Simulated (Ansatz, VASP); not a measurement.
# Si: VASP beside Ansatz

INCAR

```
PREC = Accurate
ENCUT = 520
EDIFF = 1E-7
ISMEAR = -1
SIGMA = 0.1
LREAL = False
LASPH = True
NELM = 100
ALGO = Normal
ISIF = 2
LWAVE = False
LCHARG = False
GGA = CA
NBANDS = 8
```

The input KPOINTS:

```
Automatic mesh
0
Gamma
  14 14 14
```

Contents of POSCAR:

```
Si
1.0
    2.3952341303      0.0000000000      0.0000000000
    0.0000000000      2.3952341303      0.0000000000
    0.0000000000      0.0000000000      2.3952341303
Si
1
Direct
    0.0000000000      0.0000000000      0.0000000000
```

Input for Ansatz:

```yaml
crystal:
  lattice:
    - [2.3952341303, 0.0, 0.0]
    - [0.0, 2.3952341303, 0.0]
    - [0.0, 0.0, 2.3952341303]
  atoms:
    - { symbol: Si, position: [0.0, 0.0, 0.0] }
hamiltonian:
  xc: lda
  pseudopotentials:
    kind: paw
    azcp:
      Si: "pseudopotentials/Si.paw.azcp"
basis:
  ecutwfc: 420
  fft_grid_basis: typed
kpoints:
  mp_grid: { grid: [14, 14, 14], shift: [0, 0, 0] }
magnetization:
  spin_polarized: false
scf:
  occupations: { method: fermi_dirac, width: 0.1 }
  lower_state_search: "off"
output:
  stress: true
  write_density: true
  write_potential: true
  elf: true
  volumetric_format: npy
```

Alike in both runs: task single point; functional LDA; k mesh 14 × 14 × 14; occupations fermi-dirac, width 0.1 eV; no spin polarisation.

```csv
,VASP,Ansatz
version,VASP 6.6.1,Ansatz 0.2.0
potentials or method,"VASP PAW LDA potentials, release 64 (Si), cutoff 520 eV","plane waves (420 eV) with PAW, scalar-relativistic"
valence electrons in the cell,4,4
```

```tsv
	VASP	Ansatz	Ansatz less VASP
pressure (GPa)	19.4	19.2	-0.16
```

Ansatz warns that its potentials were made for another functional, while VASP's fit it. LDA's correlation is that of Perdew and Zunger in VASP and of Perdew and Wang (1992) in Ansatz.
